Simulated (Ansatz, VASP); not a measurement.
# SrO: VASP beside Ansatz

The input INCAR:

```
SYSTEM = SrO
PREC = Accurate ; ENCUT = 520
EDIFF = 1E-6 ; ISMEAR = 0
SIGMA = 0.05 ; LREAL = .FALSE.
LASPH = .TRUE. ; NELM = 60
ALGO = Normal ; ISIF = 2
LWAVE = .FALSE. ; LCHARG = .FALSE.
GGA = PE ; NBANDS = 15
```

Contents of KPOINTS:

```
regular mesh
0
G
  8 8 8
  0 0 0
```

The input POSCAR:

```
SrO
1.0
    0.0032122500      2.5698000000      2.5698000000
    2.5698000000      0.0032122500      2.5698000000
    2.5730122500      2.5730122500      0.0000000000
Sr O
1 1
Direct
    0.0000000000      0.0000000000      0.0000000000
    0.5000000000      0.5000000000      0.5000000000
```

Input for Ansatz:

```yaml
crystal:
  lattice:
    - [0.00321225, 2.5698, 2.5698]
    - [2.5698, 0.00321225, 2.5698]
    - [2.57301225, 2.57301225, 0.0]
  atoms:
    - { symbol: Sr, position: [0.0, 0.0, 0.0] }
    - { symbol: O, position: [0.5, 0.5, 0.5] }
basis:
  ecutwfc: 420
kpoints:
  mp_grid: { grid: [8, 8, 8] }
hamiltonian:
  xc: pbe
scf:
  occupations: { method: gaussian, width: 0.05 }
output:
  forces: true
  stress: true
  eigenvalues: true
  write_density: true
  write_potential: true
  elf: true
  volumetric_format: npy
```

Change from the starting cell: strain +0.0025 x Voigt [0, 0, 0, 0, 0, 1], atoms carried along.

Alike in both runs: task single point; functional PBE; k mesh 8 × 8 × 8; occupations gaussian, width 0.05 eV; no spin polarisation.

|  | VASP | Ansatz |
| --- | --- | --- |
| version | VASP 6.6.1 | Ansatz 0.2.0 |
| potentials or method | VASP PAW PBE potentials, release 64 (Sr_sv, O), cutoff 520 eV | scalar-relativistic, plane waves, PAW |
| valence electrons in the cell | 16 | 16 |

VASP gave:

| Item | Value |
| --- | --- |
| gap on the k mesh at the Fermi level (eV) | 3.26 |
| least direct gap on the mesh (eV) | 3.35 |
| pressure (GPa) | 3.5 |
| traceless stress, the component that is largest in VASP (GPa) | -0.14 |

Question: Estimate Ansatz's values.

Answer: gap on the k mesh at the Fermi level (eV): 3.31; least direct gap on the mesh (eV): 3.39; pressure (GPa): 2.9; traceless stress, the component that is largest in VASP (GPa): -0.14.

With one functional, cell and mesh, what is left measures potentials, basis and numerics.
